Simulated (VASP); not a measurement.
Wanted: the native input for a VASP 6.6.1 run.

```
Task                   : relaxation of cell and atoms
Functional             : PBE
Potentials or basis    : VASP PAW PBE potentials, release 64 (Os)
Cutoff                 : 600 eV
k mesh                 : 10 × 10 × 13
Occupations            : fermi-dirac, width 0.1 eV
Spin                   : no spin polarisation
Target pressure        : 330 GPa
Dipole correction      : no
Further INCAR settings : ALGO = Normal; EDIFF = 1e-07; IBRION = 2; EDIFFG = -0.005; NSW = 60; ISIF = 3
```

The structure of Os lies in POSCAR:

```
Os
1.0
    3.8185038133      0.0000000000      0.0000000000
   -1.9092519066      3.3069213067      0.0000000000
    0.0000000000      0.0000000000      2.3674723642
Os
3
Direct
    0.0000000000      0.0000000000      0.0000000000
    0.3333333333      0.6666666667      0.5000000000
    0.6666666667      0.3333333333      0.5000000000
```

This isn't the form of Os at room conditions, which is hcp.

The input as run:

INCAR

```
SYSTEM = Os
PREC = Accurate ; ENCUT = 600
EDIFF = 1E-7 ; ISMEAR = -1
SIGMA = 0.1 ; LREAL = .False.
LASPH = .True. ; NELM = 80
ALGO = Normal ; ISIF = 3
LWAVE = .False. ; LCHARG = .False.
GGA = PE ; IBRION = 2
NSW = 60 ; EDIFFG = -0.005
PSTRESS = 3300.0
```

KPOINTS

```
Automatic mesh
0
Gamma
  10 10 13
  0 0 0
```

Potentials or basis: VASP PAW PBE potentials, release 64 (Os).

Launch:

```bash
$ cat potpaw_PBE.64/Os/POTCAR > POTCAR
$ mpirun -np 1 vasp_std > vasp.out
```

Results of the run:

```
Relaxed volume                                             : 10.16 Å³/atom
Relaxed cell                                               : a = 3.850 Å, b = 3.850 Å, c = 2.374 Å, α = 90.00°, β = 90.00°, γ = 120.00°
Space group after relaxing (to 0.1 Å)                      : P6/mmm (No. 191)
Energy change on relaxing (the run minimises the enthalpy) : -414.3 meV/atom
Ionic steps                                                : 10
Pressure after relaxing                                    : 330.0 GPa
Band gap on the k mesh                                     : zero (bands 12 and 13 overlap by 4.34 eV)
```

Caveat: the cell is relaxed towards a set pressure, so the run minimises the enthalpy, not the energy; spin-orbit coupling is left out, which moves the levels of the heavy elements.

Run time: 110 s on 1 thread of Intel(R) Xeon(R) 6975P-C (Granite Rapids), with other jobs on the host, peak memory 0.2 GiB.
